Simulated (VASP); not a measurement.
# SiC2F (P6/mmm) in VASP: a series of runs

Runs on SiC2F. Level: PBE. Tasks: single point, relaxation of cell and atoms.

Program: VASP 6.6.1. These are calculated values, not measurements. Logs are shortened: lines on timing, memory, paths and dates and some standing lists are left out, and cuts for length are marked.

### 1 The cell of the first run

It takes space group P6/mmm (No. 191, hexagonal). The conventional cell has a = 3.520 Å, b = 3.520 Å, c = 3.833 Å, α = 90.00°, β = 90.00°, γ = 120.00°. Si (site symmetry 6/mmm) has 2 F at 1.92 Å and 6 C at 2.03 Å within 2.5 Å. C (site symmetry -6m2) has 3 Si at 2.03 Å and 3 C at 2.03 Å and 6 F at 2.79 Å within 2.8 Å. F (site symmetry 6/mmm) has 2 Si at 1.92 Å within 2.5 Å.

The cell was built from a structure type or drawn by symmetry, and may not be a known phase.

### 2 Single point, PBE

INCAR

```
  ALGO = Normal
  EDIFF = 1E-6
  ENCUT = 520
  GGA = PE
  ISIF = 2
  ISMEAR = 0
  LASPH = T
  LCHARG = F
  LREAL = F
  LWAVE = F
  NBANDS = 18
  NELM = 100
  PREC = Accurate
  SIGMA = 0.1
```

KPOINTS

```
k-points
0
Gamma
  18 18 12
```

POSCAR

```
SiC2F
1.0
    3.5201756453      0.0000000000      0.0000000000
   -1.7600878226      3.0485615346      0.0000000000
    0.0000000000      0.0000000000      3.8334705690
Si C F
1 2 1
Direct
    0.0000000000      0.0000000000      0.5000000000
    0.3333333333      0.6666666667      0.5000000000
    0.6666666667      0.3333333333      0.5000000000
    0.0000000000      0.0000000000      0.0000000000
```

Potentials or basis: VASP PAW PBE potentials, release 64 (Si, C, F).

On the command line:

```sh
cat potpaw_PBE.64/Si/POTCAR potpaw_PBE.64/C/POTCAR potpaw_PBE.64/F/POTCAR > POTCAR
mpirun -np 1 vasp_std > vasp.out
```

OUTCAR:

```text
EDIFF = 1E-6
   ENCUT = 520
   GGA = PE
   ISIF = 2
   ISMEAR = 0
   LASPH = T
   LREAL = F
   NELM = 100
   PREC = Accurate

 ion  position               nearest neighbor table
   1  0.000  0.000  0.500-   4 1.92   4 1.92   2 2.03   3 2.03   2 2.03   3 2.03   3 2.03   2 2.03

   2  0.333  0.667  0.500-   1 2.03   3 2.03   3 2.03   1 2.03   1 2.03   3 2.03
   3  0.667  0.333  0.500-   1 2.03   2 2.03   2 2.03   1 2.03   1 2.03   2 2.03
   4  0.000  0.000  0.000-   1 1.92   1 1.92

  LATTYP: Found a hexagonal cell.
 ALAT       =     3.5201756453
 C/A-ratio  =     1.0889997987

  Lattice vectors:

 A1 = (   3.5201756453,   0.0000000000,   0.0000000000)
 A2 = (  -1.7600878226,   3.0485615346,   0.0000000000)
 A3 = (   0.0000000000,   0.0000000000,   3.8334705690)

Analysis of symmetry for initial positions (statically):
=====================================================================
 Subroutine PRICEL returns:
 Original cell was already a primitive cell.

 Routine SETGRP: Setting up the symmetry group for a
 hexagonal supercell.

 Subroutine GETGRP returns: Found 24 space group operations
 (whereof 24 operations were pure point group operations)
 out of a pool of 24 trial point group operations.

The static configuration has the point symmetry D_6h.

Analysis of symmetry for dynamics (positions and initial velocities):
=====================================================================
 Subroutine PRICEL returns:
 Original cell was already a primitive cell.

 Routine SETGRP: Setting up the symmetry group for a
 hexagonal supercell.

 Subroutine GETGRP returns: Found 24 space group operations
 (whereof 24 operations were pure point group operations)
 out of a pool of 24 trial point group operations.

The dynamic configuration has the point symmetry D_6h.

 Subroutine INISYM returns: Found 24 space group operations
 (whereof 24 operations are pure point group operations),
 and found     1 'primitive' translations

----------------------------------------------------------------------------------------

                                     Primitive cell

  volume of cell :      41.1388

  direct lattice vectors                    reciprocal lattice vectors
     3.520175645  0.000000000  0.000000000     0.284076734  0.164011779  0.000000000
    -1.760087823  3.048561535  0.000000000     0.000000000  0.328023558  0.000000000
     0.000000000  0.000000000  3.833470569     0.000000000  0.000000000  0.260860226

  length of vectors
     3.520175645  3.520175645  3.833470569     0.328023558  0.328023558  0.260860226

  position of ions in fractional coordinates (direct lattice)
     0.000000000  0.000000000  0.500000000
     0.333333333  0.666666667  0.500000000
     0.666666667  0.333333333  0.500000000
     0.000000000  0.000000000  0.000000000

  ion indices of the primitive-cell ions
   primitive index   ion index
                 1           1
                 2           2
                 3           3
                 4           4

----------------------------------------------------------------------------------------

 KPOINTS: k-points

Automatic generation of k-mesh.
 Grid dimensions read from file:
 generate k-points for:   18   18   12

 Generating k-lattice:

  Cartesian coordinates                     Fractional coordinates (reciprocal lattice)
     0.015782041  0.009111765  0.000000000     0.055555556  0.000000000  0.000000000
     0.000000000  0.018223531  0.000000000     0.000000000  0.055555556  0.000000000
     0.000000000  0.000000000  0.021738352     0.000000000  0.000000000  0.083333333

  Length of vectors
     0.018223531  0.018223531  0.021738352

  Shift w.r.t. Gamma in fractional coordinates (k-lattice)
     0.000000000  0.000000000  0.000000000

 Subroutine IBZKPT returns following result:
 ===========================================

 Found    259 irreducible k-points:

 Following reciprocal coordinates:
            Coordinates               Weight
  0.000000  0.000000  0.000000      1.000000
  0.055556  0.000000  0.000000      6.000000
  0.111111  0.000000  0.000000      6.000000
  0.166667  0.000000  0.000000      6.000000
  0.222222  0.000000  0.000000      6.000000
  0.277778  0.000000  0.000000      6.000000
[... 16 lines left out ...]
  0.333333  0.111111  0.000000     12.000000
  0.388889  0.111111  0.000000     12.000000
 [... further k-points ...]
   k-points           NKPTS =    259   k-points in BZ     NKDIM =    259   number of bands    NBANDS=     18
   number of dos      NEDOS =    301   number of ions     NIONS =      4
   total plane-waves  NPLWV =  23520
   dimension x,y,z NGX =    28 NGY =   28 NGZ =   30
   dimension x,y,z NGXF=    56 NGYF=   56 NGZF=   60
   ions per type =               1   2   1
   NGX,Y,Z   is equivalent  to a cutoff of  13.22, 13.22, 13.01 a.u.
   NGXF,Y,Z  is equivalent  to a cutoff of  26.45, 26.45, 26.02 a.u.
 SYSTEM =  unknown system
   PREC   = accura    normal or accurate (medium, high low for compatibility)
   ISTART =      0    job   : 0-new  1-cont  2-samecut
   ICHARG =      2    charge: 1-file 2-atom 10-const
   ISPIN  =      1    spin polarized calculation?
   LNONCOLLINEAR =      F non collinear calculations
   LSORBIT =      F    spin-orbit coupling
   LASPH  =      T    aspherical Exc in radial PAW
   ENCUT  =  520.0 eV  38.22 Ry    6.18 a.u.   6.55  6.55  7.13*2*pi/ulx,y,z
   NELM   =    100;   NELMIN=  2; NELMDL= -5     # of ELM steps
   EDIFF  = 0.1E-05   stopping-criterion for ELM
   LREAL  =      F    real-space projection
[... 7 lines left out ...]
   TEBEG  =    0.0;   TEEND  =   0.0 temperature during run
   PSTRESS=    0.0 pullay stress
   NELECT =      19.0000    total number of electrons
   NUPDOWN=      -1.0000    fix difference up-down
   EMIN   =  10.00;   EMAX   =-10.00  energy-range for DOS
   EFERMI =   0.00;   METHOD = LEGACY
   ISMEAR =     0;   SIGMA  =   0.10  broadening in eV -4-tet -1-fermi 0-gaus
   EFERMI_NEDOS =   21; number of points for ismear=-14 and -15
   IALGO  =     38    algorithm
   IMIX   =      4    mixing-type and parameters
     AMIX     =   0.40;   BMIX     =  1.00
     AMIX_MAG =   1.60;   BMIX_MAG =  1.00
  volume/ion in A,a.u.               =      10.28        69.40
  Fermi-wavevector in a.u.,A,eV,Ry     =   1.265442  2.391339 21.787598  1.601343
  Thomas-Fermi vector in A             =   2.398695
   LORBIT       =      0    0 simple, 1 ext, 2 COOP (PROOUT), +10 PAW based schemes
   GGA     = PE    functional components
   LHFCALC =     F    Hartree Fock is set to
   AEXX    =    0.0000 exact exchange contribution
   IVDW    =     0    specifies the selected vdW correction
   LEPSILON=     F    determine dielectric tensor
   LRPA    =     F    only Hartree local field effects (RPA)
 non-spin polarized calculation
 Gauss-broadening in eV      SIGMA  =   0.10
  energy-cutoff  :      520.00
  volume of cell :       41.14
 maximum number of plane-waves:      1143
 NGX is ok and might be reduce to    28
   NGX = 13   NGY = 13   NGZ = 15

 number of electron      19.0000015 magnetization

 Free energy of the ion-electron system (eV)
  ---------------------------------------------------
  ext. energy  EPLUGINS =         0.00000000
  ---------------------------------------------------
  free energy    TOTEN  =       -21.18238689 eV

  energy without entropy =      -21.17609396  energy(sigma->0) =      -21.17924043

 E-fermi :   5.4100     XC(G=0): -10.6766

 val. band max:        5.4004460153   @ k =   0.2222   0.1667   0.2500
 cond. band min:       5.4261491928   @ k =   0.3333   0.2222   0.3333
 fundamental gap:      0.0257031775
 Fermi energy:         5.4100105663

 k-point     1 :       0.0000    0.0000    0.0000
  band No.  band energies     occupation
      1     -18.9593      2.00000
      2     -10.2916      2.00000
      3      -3.3455      2.00000
      4       0.0656      2.00000
      5       0.0656      2.00000
      6       0.7319      2.00000
[... 10 lines left out ...]
     17      17.8423      0.00000
     18      20.0941      0.00000

 k-point     2 :       0.0556    0.0000    0.0000
  band No.  band energies     occupation
      1     -18.9558      2.00000
      2     -10.2573      2.00000
      3      -3.3294      2.00000
      4      -0.2810      2.00000
      5      -0.1334      2.00000
      6       0.4242      2.00000
[... 10 lines left out ...]
     17      18.3115      0.00000
     18      19.9624      0.00000

 k-point     3 :       0.1111    0.0000    0.0000
  band No.  band energies     occupation
      1     -18.9459      2.00000
      2     -10.1543      2.00000
      3      -3.2826      2.00000
      4      -1.1680      2.00000
      5      -0.5098      2.00000
      6       0.3290      2.00000
[... 10 lines left out ...]
     17      18.7578      0.00000
     18      19.5541      0.00000

 k-point     4 :       0.1667    0.0000    0.0000
  band No.  band energies     occupation
      1     -18.9307      2.00000
      2      -9.9827      2.00000
      3      -3.2094      2.00000
      4      -2.1416      2.00000
      5      -0.9062      2.00000
      6       0.3018      2.00000
[... 10 lines left out ...]
     17      18.9881      0.00000
     18      19.1587      0.00000

 k-point     5 :       0.2222    0.0000    0.0000
  band No.  band energies     occupation
      1     -18.9126      2.00000
      2      -9.7431      2.00000
      3      -3.1173      2.00000
      4      -3.1009      2.00000
      5      -1.2739      2.00000
      6       0.2952      2.00000
[... 10 lines left out ...]
     17      18.3659      0.00000
     18      19.0132      0.00000

 k-point     6 :       0.2778    0.0000    0.0000
  band No.  band energies     occupation
      1     -18.8930      2.00000
      2      -9.4375      2.00000
      3      -4.0166      2.00000
      4      -3.0159      2.00000
      5      -1.5908      2.00000
      6       0.3111      2.00000
[... 10 lines left out ...]
     17      17.8320      0.00000
     18      18.3731      0.00000

 k-point     7 :       0.3333    0.0000    0.0000
  band No.  band energies     occupation
      1     -18.8746      2.00000
      2      -9.0710      2.00000
      3      -4.8692      2.00000
      4      -2.9175      2.00000
      5      -1.8454      2.00000
      6       0.3554      2.00000
[... 10 lines left out ...]
     17      17.5730      0.00000
     18      17.6346      0.00000

 k-point     8 :       0.3889    0.0000    0.0000
  band No.  band energies     occupation
      1     -18.8596      2.00000
      2      -8.6590      2.00000
      3      -5.6342      2.00000
      4      -2.8347      2.00000
      5      -2.0309      2.00000
      6       0.4306      2.00000
[... 10 lines left out ...]
     17      16.9008      0.00000
     18      17.7165      0.00000
[... 229 lines left out ...]
     17      18.5626      0.00000
     18      19.2346      0.00000

 k-point    20 :       0.1667    0.1111    0.0000
  band No.  band energies     occupation
      1     -18.9055      2.00000
      2      -9.6403      2.00000
      3      -3.2467      2.00000
      4      -3.0809      2.00000
      5      -1.8612      2.00000
      6       0.4725      2.00000
[... 10 lines left out ...]
     17      17.9019      0.00000
     18      19.1433      0.00000

 k-point    21 :       0.2222    0.1111    0.0000
  band No.  band energies     occupation
      1     -18.8870      2.00000
      2      -9.3346      2.00000
      3      -4.0750      2.00000
      4      -2.9851      2.00000
      5      -2.2244      2.00000
      6       0.4913      2.00000
[... 10 lines left out ...]
     17      17.3540      0.00000
     18      18.7209      0.00000

 k-point    22 :       0.2778    0.1111    0.0000
  band No.  band energies     occupation
      1     -18.8699      2.00000
      2      -8.9677      2.00000
      3      -4.8791      2.00000
      4      -2.8925      2.00000
      5      -2.5030      2.00000
      6       0.5115      2.00000
[... 10 lines left out ...]
     17      17.1040      0.00000
     18      18.2545      0.00000

 k-point    23 :       0.3333    0.1111    0.0000
  band No.  band energies     occupation
      1     -18.8558      2.00000
      2      -8.5540      2.00000
      3      -5.6184      2.00000
      4      -2.8149      2.00000
      5      -2.7007      2.00000
      6       0.5412      2.00000
[... 10 lines left out ...]
     17      17.0721      0.00000
     18      17.8375      0.00000

 k-point    24 :       0.3889    0.1111    0.0000
  band No.  band energies     occupation
      1     -18.8465      2.00000
      2      -8.1431      2.00000
      3      -6.2292      2.00000
      4      -2.8189      2.00000
      5      -2.7632      2.00000
      6       0.5770      2.00000
[... 10 lines left out ...]
     17      16.8499      0.00000
     18      17.2653      0.00000

 [... further k-points ...]

------------------------ aborting loop because EDIFF is reached ----------------------------------------

  FORCE on cell =-STRESS in cart. coord.  units (eV):
  Direction    XX          YY          ZZ          XY          YZ          ZX
  --------------------------------------------------------------------------------------
  -------------------------------------------------------------------------------------
  Total       -0.0361753     -0.0361753      0.0610153     -0.0000000      0.0000000     -0.0000000
  in kB       -1.4088725     -1.4088725      2.3762801     -0.0000000      0.0000000     -0.0000000
  external PRESSURE =      -0.1471550 kB  Pullay stress =       0.0000000 kB

 VOLUME and BASIS-vectors are now :
 -----------------------------------------------------------------------------
  energy-cutoff  :      520.00
  volume of cell :       41.14
      direct lattice vectors                 reciprocal lattice vectors
     3.520175645  0.000000000  0.000000000     0.284076734  0.164011779  0.000000000
    -1.760087823  3.048561535  0.000000000     0.000000000  0.328023558  0.000000000
     0.000000000  0.000000000  3.833470569     0.000000000  0.000000000  0.260860226

 POSITION                                       TOTAL-FORCE (eV/Angst)
 -----------------------------------------------------------------------------------
      0.00000      0.00000      1.91674         0.000000      0.000000      0.000000
     -0.00000      2.03237      1.91674         0.000000     -0.000000      0.000000
      1.76009      1.01619      1.91674        -0.000000      0.000000     -0.000000
      0.00000      0.00000      0.00000         0.000000      0.000000      0.000000
 -----------------------------------------------------------------------------------
    total drift:                               -0.000000      0.000000     -0.000000

  FREE ENERGIE OF THE ION-ELECTRON SYSTEM (eV)
  ---------------------------------------------------
  free  energy   TOTEN  =       -21.1823868892 eV

  energy  without entropy=      -21.1760939638  energy(sigma->0) =      -21.17924043
```

It took 85 s on 1 thread of AMD EPYC 9R45 (Zen 5), shared host; peak memory 0.26 GiB.

Results:

```
Free energy            : -21.1824 eV
Pressure               : 0.0 GPa
Band gap on the k mesh : zero (an odd number of electrons rules out a gap without spin polarisation)
```

Stress tensor (GPa, compression positive):
```
-0.14  0.00  0.00
 0.00 -0.14  0.00
 0.00  0.00  0.24
```

Caveat: an odd number of electrons without spin polarisation forces a metal; a magnetic or distorted state may lie lower.

### 3 Relaxation of cell and atoms, PBE

This run uses another cell than the first one, of 10.36 Å³/atom.

INCAR

```
ALGO = Normal
EDIFF = 1E-6
EDIFFG = -0.01
ENCUT = 600
GGA = PE
IBRION = 2
ISIF = 3
ISMEAR = 0
LASPH = True
LCHARG = False
LREAL = False
LWAVE = False
NELM = 100
NSW = 100
PREC = Accurate
SIGMA = 0.1
```

KPOINTS is that of step 2.

POSCAR

```
SiC2F
1.0
    3.5275799148      0.0000000000      0.0000000000
   -1.7637899574      3.0549738201      0.0000000000
    0.0000000000      0.0000000000      3.8437580559
Si C F
1 2 1
Direct
    0.0000000000      0.0000000000      0.5000000000
    0.3333333333      0.6666666667      0.5000000000
    0.6666666667      0.3333333333      0.5000000000
    0.0000000000      0.0000000000      0.0000000000
```

Potentials or basis: VASP PAW PBE potentials, release 64 (Si, C, F).

On the command line:

```sh
cat potpaw_PBE.64/Si/POTCAR potpaw_PBE.64/C/POTCAR potpaw_PBE.64/F/POTCAR > POTCAR
mpirun -np 1 vasp_std > vasp.out
```

It took 2.3 min on 1 thread of AMD EPYC 9R45 (Zen 5), shared host; peak memory 0.27 GiB.

Results (log left out):

* Free energy: -21.1867 eV
* Relaxed volume: 10.28 Å³/atom
* Relaxed cell: a = 3.517 Å, b = 3.517 Å, c = 3.838 Å, α = 90.00°, β = 90.00°, γ = 120.00°
* Space group after relaxing (to 0.1 Å): P6/mmm (No. 191)
* Energy gained by relaxing: 0.3 meV/atom
* Ionic steps: 4
* Pressure after relaxing: 0.0 GPa
* Band gap on the k mesh: zero (an odd number of electrons rules out a gap without spin polarisation)

Stress tensor (GPa, compression positive):
```
 0.07  0.00  0.00
 0.00  0.07  0.00
 0.00  0.00 -0.14
```

Step by step:
| step | energy change (eV) | largest force (eV/Å) | pressure (GPa) | volume (Å³) |
| --- | --- | --- | --- | --- |
| 1 | 0.0000 | 0.0000 | -1.13 | 41.42 |
| 2 | -0.0009 | 0.0000 | 0.49 | 40.99 |
| 3 | -0.0011 | 0.0000 | -0.04 | 41.12 |
| 4 | -0.0011 | 0.0000 | 0.00 | 41.12 |

Final structure:
```
Si C F
1.0
     3.51725    0.00000    0.00000
    -1.75863    3.04603    0.00000
     0.00000    0.00000    3.83797
Si C F
1 2 1
Cartesian
  3.5173 0.0000 1.9190
  0.0000 2.0307 1.9190
  1.7586 1.0153 1.9190
  3.5173 0.0000 0.0000
```

Levels at points of the mesh, in eV from the Fermi level:
| k point | band 7 | band 8 | band 9 | band 10 | band 11 | band 12 |
| --- | --- | --- | --- | --- | --- | --- |
| (0.00, 0.00, 0.00) | -4.69 | -3.91 | -1.91 | -1.44 | -1.44 | 3.09 |
| (0.50, 0.00, 0.00) | -4.39 | -4.09 | -1.70 | 0.75 | 3.67 | 4.22 |
| (0.00, 0.00, 0.50) | -4.63 | -4.34 | -3.81 | -2.40 | -2.40 | 2.86 |
| (0.50, 0.00, 0.50) | -4.96 | -2.76 | -0.77 | -0.52 | 3.71 | 4.28 |

Caveat: an odd number of electrons without spin polarisation forces a metal; a magnetic or distorted state may lie lower.
